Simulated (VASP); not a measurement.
# Rh (Fm-3m) in VASP: single point with LDA

Aim: the single point of Rh with LDA.

Everything below comes from runs of VASP 6.6.1. Logs are shortened: lines on timing, memory, paths and dates and some standing lists are left out, and cuts for length are marked.

## 1. The cell of the first run

Symmetry: Fm-3m, No. 225, cubic system. The conventional cell has a = 3.898 Å, b = 3.898 Å, c = 3.898 Å, α = 90.00°, β = 90.00°, γ = 90.00°. Within 3.6 Å of Rh (site symmetry m-3m) lie 12 Rh at 2.76 Å.

## 2. Single point, LDA, collinear spin, ferromagnetic start (14.81 Å³/atom)

File INCAR:

```
SYSTEM = Rh
ALGO = Normal
EDIFF = 1E-7
ENCUT = 520
ISIF = 2
ISMEAR = -1
ISPIN = 2
LASPH = .TRUE.
LCHARG = .FALSE.
LMAXMIX = 4
LORBIT = 11
LREAL = .FALSE.
LWAVE = .FALSE.
MAGMOM = 1
NBANDS = 18
NELM = 150
PREC = Accurate
SIGMA = 0.05
```

File KPOINTS:

```
k-points
0
G
  24 24 24
  0 0 0
```

File POSCAR:

```
Rh
1.0
    0.0000000000      1.9492474577      1.9492474577
    1.9492474577      0.0000000000      1.9492474577
    1.9492474577      1.9492474577      0.0000000000
Rh
1
Direct
    0.0000000000      0.0000000000      0.0000000000
```

Potentials or basis: VASP PAW LDA potentials, release 64 (Rh_pv).

On the command line:

```console
> cat potpaw_LDA.64/Rh_pv/POTCAR > POTCAR
> mpirun -np 1 vasp_std > vasp.out
```

OUTCAR:

```text
SYSTEM = Rh
   EDIFF = 1E-7
   ENCUT = 520
   ISIF = 2
   ISMEAR = -1
   ISPIN = 2
   LASPH = .TRUE.
   LORBIT = 11
   LREAL = .FALSE.
   NELM = 150
   PREC = Accurate

 ion  position               nearest neighbor table
   1  0.000  0.000  0.000-

  LATTYP: Found a face centered cubic cell.
 ALAT       =     3.8984949154

  Lattice vectors:

 A1 = (   0.0000000000,   1.9492474577,   1.9492474577)
 A2 = (   1.9492474577,   0.0000000000,   1.9492474577)
 A3 = (   1.9492474577,   1.9492474577,   0.0000000000)

Analysis of symmetry for initial positions (statically):
=====================================================================
 Subroutine PRICEL returns:
 Original cell was already a primitive cell.

 Routine SETGRP: Setting up the symmetry group for a
 face centered cubic supercell.

 Subroutine GETGRP returns: Found 48 space group operations
 (whereof 48 operations were pure point group operations)
 out of a pool of 48 trial point group operations.

The static configuration has the point symmetry O_h .

Analysis of symmetry for dynamics (positions and initial velocities):
=====================================================================
 Subroutine PRICEL returns:
 Original cell was already a primitive cell.

 Routine SETGRP: Setting up the symmetry group for a
 face centered cubic supercell.

 Subroutine GETGRP returns: Found 48 space group operations
 (whereof 48 operations were pure point group operations)
 out of a pool of 48 trial point group operations.

The dynamic configuration has the point symmetry O_h .

Analysis of structural, dynamic, and magnetic symmetry:
=====================================================================
 Subroutine PRICEL returns:
 Original cell was already a primitive cell.

 Routine SETGRP: Setting up the symmetry group for a
 face centered cubic supercell.

 Subroutine GETGRP returns: Found 48 space group operations
 (whereof 48 operations were pure point group operations)
 out of a pool of 48 trial point group operations.

The overall configuration has the point symmetry O_h .

 Subroutine INISYM returns: Found 48 space group operations
 (whereof 48 operations are pure point group operations),
 and found     1 'primitive' translations

----------------------------------------------------------------------------------------

                                     Primitive cell

  volume of cell :      14.8126

  direct lattice vectors                    reciprocal lattice vectors
     0.000000000  1.949247458  1.949247458    -0.256509248  0.256509248  0.256509248
     1.949247458  0.000000000  1.949247458     0.256509248 -0.256509248  0.256509248
     1.949247458  1.949247458  0.000000000     0.256509248  0.256509248 -0.256509248

  length of vectors
     2.756652191  2.756652191  2.756652191     0.444287051  0.444287051  0.444287051

  position of ions in fractional coordinates (direct lattice)
     0.000000000  0.000000000  0.000000000

  ion indices of the primitive-cell ions
   primitive index   ion index
                 1           1

----------------------------------------------------------------------------------------

 KPOINTS: k-points

Automatic generation of k-mesh.
 Grid dimensions read from file:
 generate k-points for:   24   24   24

 Generating k-lattice:

  Cartesian coordinates                     Fractional coordinates (reciprocal lattice)
    -0.010687885  0.010687885  0.010687885     0.041666667  0.000000000  0.000000000
     0.010687885 -0.010687885  0.010687885     0.000000000  0.041666667  0.000000000
     0.010687885  0.010687885 -0.010687885     0.000000000  0.000000000  0.041666667

  Length of vectors
     0.018511960  0.018511960  0.018511960

  Shift w.r.t. Gamma in fractional coordinates (k-lattice)
     0.000000000  0.000000000  0.000000000

 Subroutine IBZKPT returns following result:
 ===========================================

 Found    413 irreducible k-points:

 Following reciprocal coordinates:
            Coordinates               Weight
  0.000000  0.000000  0.000000      1.000000
  0.041667  0.000000  0.000000      8.000000
  0.083333  0.000000  0.000000      8.000000
  0.125000  0.000000  0.000000      8.000000
  0.166667  0.000000  0.000000      8.000000
  0.208333  0.000000  0.000000      8.000000
[... 16 lines left out ...]
  0.416667  0.041667  0.000000     24.000000
  0.458333  0.041667  0.000000     24.000000
 [... further k-points ...]
   k-points           NKPTS =    413   k-points in BZ     NKDIM =    413   number of bands    NBANDS=     18
   number of dos      NEDOS =    301   number of ions     NIONS =      1
   total plane-waves  NPLWV =  13824
   dimension x,y,z NGX =    24 NGY =   24 NGZ =   24
   dimension x,y,z NGXF=    48 NGYF=   48 NGZF=   48
   ions per type =               1
   NGX,Y,Z   is equivalent  to a cutoff of  14.47, 14.47, 14.47 a.u.
   NGXF,Y,Z  is equivalent  to a cutoff of  28.95, 28.95, 28.95 a.u.
 SYSTEM =  Rh
   PREC   = accura    normal or accurate (medium, high low for compatibility)
   ISTART =      0    job   : 0-new  1-cont  2-samecut
   ICHARG =      2    charge: 1-file 2-atom 10-const
   ISPIN  =      2    spin polarized calculation?
   LNONCOLLINEAR =      F non collinear calculations
   LSORBIT =      F    spin-orbit coupling
   LASPH  =      T    aspherical Exc in radial PAW
   ENCUT  =  520.0 eV  38.22 Ry    6.18 a.u.   5.13  5.13  5.13*2*pi/ulx,y,z
   NELM   =    150;   NELMIN=  2; NELMDL= -5     # of ELM steps
   EDIFF  = 0.1E-06   stopping-criterion for ELM
   LREAL  =      F    real-space projection
   EDIFFG = 0.1E-05   stopping-criterion for IOM
   NSW    =      0    number of steps for IOM
   IBRION =     -1    ionic relax: 0-MD 1-quasi-New 2-CG
   NFREE  =      0    steps in history (QN), initial steepest desc. (CG)
   ISIF   =      2    stress and relaxation
   ISYM   =      2    0-nonsym 1-usesym 2-fastsym
   POTIM  = 0.5000    time-step for ionic-motion
   TEBEG  =    0.0;   TEEND  =   0.0 temperature during run
   PSTRESS=    0.0 pullay stress
   NELECT =      15.0000    total number of electrons
   NUPDOWN=      -1.0000    fix difference up-down
   EMIN   =  10.00;   EMAX   =-10.00  energy-range for DOS
   EFERMI =   0.00;   METHOD = LEGACY
   ISMEAR =    -1;   SIGMA  =   0.05  broadening in eV -4-tet -1-fermi 0-gaus
   EFERMI_NEDOS =   21; number of points for ismear=-14 and -15
   IALGO  =     38    algorithm
   IMIX   =      4    mixing-type and parameters
     AMIX     =   0.40;   BMIX     =  1.00
     AMIX_MAG =   1.60;   BMIX_MAG =  1.00
  volume/ion in A,a.u.               =      14.81        99.96
  Fermi-wavevector in a.u.,A,eV,Ry     =   1.643974  3.106660 36.771792  2.702650
  Thomas-Fermi vector in A             =   2.734018
   LORBIT       =     11    0 simple, 1 ext, 2 COOP (PROOUT), +10 PAW based schemes
   GGA     = CA    functional components
   LHFCALC =     F    Hartree Fock is set to
   AEXX    =    0.0000 exact exchange contribution
   IVDW    =     0    specifies the selected vdW correction
   LEPSILON=     F    determine dielectric tensor
   LRPA    =     F    only Hartree local field effects (RPA)
 spin polarized calculation
  energy-cutoff  :      520.00
  volume of cell :       14.81
 maximum number of plane-waves:       415
 NGX is ok and might be reduce to    24
   NGX = 11   NGY = 11   NGZ = 11

 number of electron      15.0000000 magnetization       0.0001026

 number of electron      15.0000000 magnetization      -0.0000305

 Free energy of the ion-electron system (eV)
  ---------------------------------------------------
  ext. energy  EPLUGINS =         0.00000000
  ---------------------------------------------------
  free energy    TOTEN  =        -8.54760325 eV

  energy without entropy =       -8.53586138  energy(sigma->0) =       -8.54173232

 E-fermi :  10.3720     XC(G=0): -13.8830

 val. band max:       10.3708609994   @ k =  -0.4167   0.4583   0.0833
 cond. band min:      10.3755831887   @ k =   0.4167   0.0833   0.0417
 fundamental gap:      0.0047221893
 Fermi energy:        10.3720482826

 spin component 1

 k-point     1 :       0.0000    0.0000    0.0000
  band No.  band energies     occupation
      1     -35.6660      1.00000
      2     -35.6660      1.00000
      3     -35.6660      1.00000
      4       2.8901      1.00000
      5       7.6033      1.00000
      6       7.6033      1.00000
[... 10 lines left out ...]
     17      41.1863      0.00000
     18      41.1863      0.00000

 k-point     2 :       0.0417    0.0000    0.0000
  band No.  band energies     occupation
      1     -35.6761      1.00000
      2     -35.6674      1.00000
      3     -35.6674      1.00000
      4       2.9558      1.00000
      5       7.5754      1.00000
      6       7.6285      1.00000
[... 10 lines left out ...]
     17      40.9859      0.00000
     18      40.9859      0.00000
[... 442 lines left out ...]
 k-point    24 :       0.4583    0.0417    0.0000
  band No.  band energies     occupation
      1     -36.2207      1.00000
      2     -35.7488      1.00000
      3     -35.7485      1.00000
      4       4.8747      1.00000
      5       7.5361      1.00000
      6       7.6315      1.00000
[... 10 lines left out ...]
     17      40.5637      0.00000
     18      46.4148      0.00000

 [... further k-points ...]

 spin component 2

 k-point     1 :       0.0000    0.0000    0.0000
  band No.  band energies     occupation
      1     -35.6660      1.00000
      2     -35.6660      1.00000
      3     -35.6660      1.00000
      4       2.8901      1.00000
      5       7.6033      1.00000
      6       7.6033      1.00000
[... 10 lines left out ...]
     17      41.1863      0.00000
     18      41.1863      0.00000

 k-point     2 :       0.0417    0.0000    0.0000
  band No.  band energies     occupation
      1     -35.6761      1.00000
      2     -35.6674      1.00000
      3     -35.6674      1.00000
      4       2.9558      1.00000
      5       7.5754      1.00000
      6       7.6285      1.00000
[... 10 lines left out ...]
     17      40.9859      0.00000
     18      40.9859      0.00000
[... 442 lines left out ...]
 k-point    24 :       0.4583    0.0417    0.0000
  band No.  band energies     occupation
      1     -36.2207      1.00000
      2     -35.7488      1.00000
      3     -35.7485      1.00000
      4       4.8747      1.00000
      5       7.5361      1.00000
      6       7.6315      1.00000
[... 10 lines left out ...]
     17      40.5637      0.00000
     18      46.4148      0.00000

 [... further k-points ...]

------------------------ aborting loop because EDIFF is reached ----------------------------------------

  FORCE on cell =-STRESS in cart. coord.  units (eV):
  Direction    XX          YY          ZZ          XY          YZ          ZX
  --------------------------------------------------------------------------------------
  -------------------------------------------------------------------------------------
  Total       -2.4329789     -2.4329789     -2.4329789     -0.0000000     -0.0000000     -0.0000000
  in kB     -263.1588646   -263.1588646   -263.1588646     -0.0000000     -0.0000000     -0.0000000
  external PRESSURE =    -263.1588646 kB  Pullay stress =       0.0000000 kB

 VOLUME and BASIS-vectors are now :
 -----------------------------------------------------------------------------
  energy-cutoff  :      520.00
  volume of cell :       14.81
      direct lattice vectors                 reciprocal lattice vectors
     0.000000000  1.949247458  1.949247458    -0.256509248  0.256509248  0.256509248
     1.949247458  0.000000000  1.949247458     0.256509248 -0.256509248  0.256509248
     1.949247458  1.949247458  0.000000000     0.256509248  0.256509248 -0.256509248

 POSITION                                       TOTAL-FORCE (eV/Angst)
 -----------------------------------------------------------------------------------
      0.00000      0.00000      0.00000         0.000000      0.000000      0.000000
 -----------------------------------------------------------------------------------
    total drift:                               -0.000000      0.000000     -0.000000

  FREE ENERGIE OF THE ION-ELECTRON SYSTEM (eV)
  ---------------------------------------------------
  free  energy   TOTEN  =        -8.5476032502 eV

  energy  without entropy=       -8.5358613830  energy(sigma->0) =       -8.54173232

 total charge

# of ion       s       p       d       tot
------------------------------------------
    1        0.386   6.258   7.014  13.658

 magnetization (x)

# of ion       s       p       d       tot
------------------------------------------
    1        0.000   0.000  -0.000  -0.000
```

It took 2.1 min on 1 thread of Intel Xeon Platinum 8488C (Sapphire Rapids), shared host; peak memory 0.26 GiB.

What came out:

* Free energy: -8.5476 eV
* Pressure: -26.3 GPa
* Net moment: 0.00 μB per cell
* Valence electrons inside the program's atomic spheres: Rh 13.66

Levels at points of the mesh, in eV from the Fermi level:
Spin up:
```csv
k point,band 5,band 6,band 7,band 8,band 9,band 10
"(0.00, 0.00, 0.00)",-2.77,-2.77,-2.77,-0.88,-0.88,15.99
"(0.50, 0.00, 0.00)",-2.82,-2.82,0.51,0.51,0.79,7.85
"(0.50, 0.50, 0.00)",-5.34,0.49,0.87,0.87,3.13,11.32
```
Spin down:
| k point | band 5 | band 6 | band 7 | band 8 | band 9 | band 10 |
| --- | --- | --- | --- | --- | --- | --- |
| (0.00, 0.00, 0.00) | -2.77 | -2.77 | -2.77 | -0.88 | -0.88 | 15.99 |
| (0.50, 0.00, 0.00) | -2.82 | -2.82 | 0.51 | 0.51 | 0.79 | 7.85 |
| (0.50, 0.50, 0.00) | -5.34 | 0.49 | 0.87 | 0.87 | 3.13 | 11.32 |

Caveat: the cell stands under tension.
